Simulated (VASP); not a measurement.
## Ag: single point with PBEsol

The system is Ag.

```
CELL_PARAMETERS angstrom
0.00000 2.07375 2.07375
2.07375 0.00000 2.07375
2.07375 2.07375 0.00000
ATOMIC_POSITIONS crystal
Ag 0.00000 0.00000 0.00000
```

This cell differs from its parent crystal: strain +0.015 along x and y, +0.015 along z.

- Program: VASP 6.6.1
- Task: single point
- Functional: PBEsol
- Potentials or basis: VASP PAW PBE potentials, release 64 (Ag)
- Cutoff: 520 eV
- k mesh: 20 × 20 × 20
- Occupations: gaussian, width 0.15 eV
- Spin: no spin polarisation
- Dipole correction: no
- Further INCAR settings: ALGO = Fast; EDIFF = 1e-06; NBANDS = 12

* Pressure: -6.8 GPa

Levels at points of the mesh, in eV from the Fermi level:
```
           k point  band 2  band 3  band 4  band 5  band 6  band 7  band 8  band 9  band 10  band 11
(0.00, 0.00, 0.00)   -4.59   -4.59   -4.59   -3.62   -3.62   15.90   19.21   19.21    19.21    23.92
(0.50, 0.00, 0.00)   -4.61   -4.61   -2.88   -2.88   -0.31    3.36   15.13   17.37    17.37    22.20
(0.50, 0.50, 0.00)   -5.99   -2.91   -2.69   -2.69    1.61    6.39   10.40   10.40    16.65    16.66
```

It took 17 s on 1 thread of Intel(R) Xeon(R) 6975P-C (Granite Rapids), with other jobs on the host, peak memory 0.17 GiB.

Caveat: the cell differs from its parent crystal (strain +0.015 along x and y, +0.015 along z); the PAW data sets were made with another functional, which shifts forces and pressure a little.
